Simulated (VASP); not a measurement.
Wanted: the native input for a VASP 6.6.1 run.

```
Task                   : single point
Functional             : r2SCAN
Potentials or basis    : VASP PAW PBE potentials, release 64 (Sr_sv, O)
Cutoff                 : 520 eV
k mesh                 : 8 × 8 × 8
Occupations            : gaussian, width 0.05 eV
Spin                   : no spin polarisation
Dipole correction      : no
Further INCAR settings : ALGO = Normal; EDIFF = 1e-07; NBANDS = 15
```

Crystal: SrO.

```
Sr O
1.0
     0.00000    2.56980    2.46701
     2.56980    0.00000    2.46701
     2.56980    2.56980    0.00000
Sr O
1 1
Direct
  0.00000 0.00000 0.00000
  0.50000 0.50000 0.50000
```

This cell differs from its parent crystal: strain +0.000 along x and y, -0.040 along z.

These files were run (other wordings do the same):

POSCAR

```
SrO
1.0
    0.0000000000      2.5698000000      2.4670080000
    2.5698000000      0.0000000000      2.4670080000
    2.5698000000      2.5698000000      0.0000000000
Sr O
1 1
Direct
    0.0000000000      0.0000000000      0.0000000000
    0.5000000000      0.5000000000      0.5000000000
```

INCAR.step1

```
SYSTEM = SrO
PREC = Accurate
ENCUT = 520
ISMEAR = 0
SIGMA = 0.05
LREAL = .FALSE.
LASPH = .TRUE.
NELM = 100
NBANDS = 15
GGA = PE
ALGO = Normal
EDIFF = 1E-4
LWAVE = .TRUE.
LCHARG = .FALSE.
```

INCAR.step2

```
SYSTEM = SrO
PREC = Accurate
ENCUT = 520
EDIFF = 1E-7
ISMEAR = 0
SIGMA = 0.05
LREAL = .FALSE.
LASPH = .TRUE.
NELM = 100
ALGO = Normal
ISIF = 2
LWAVE = .FALSE.
LCHARG = .FALSE.
METAGGA = R2SCAN
LMIXTAU = .TRUE.
NBANDS = 15
ISTART = 1
```

KPOINTS

```
Automatic mesh
0
G
  8 8 8
  0 0 0
```

Potentials or basis: VASP PAW PBE potentials, release 64 (Sr_sv, O).

The run is started by

```sh
$ cat potpaw_PBE.64/Sr_sv/POTCAR potpaw_PBE.64/O/POTCAR > POTCAR
$ cp INCAR.step1 INCAR
$ mpirun -np 1 vasp_std > vasp.out
$ cp INCAR.step2 INCAR
$ mpirun -np 1 vasp_std > vasp.out
```

It gave:

The pressure is 6.6 GPa and the band gap on the k mesh is 3.48 eV (least direct gap 3.69 eV).

Caveat: the cell differs from its parent crystal (strain +0.000 along x and y, -0.040 along z); the cell stands under pressure; the PAW data sets were made with another functional, which shifts forces and pressure a little.

Wall time 4 min on 1 thread of Intel Xeon 8259CL, on a shared host, peak memory 0.19 GiB.
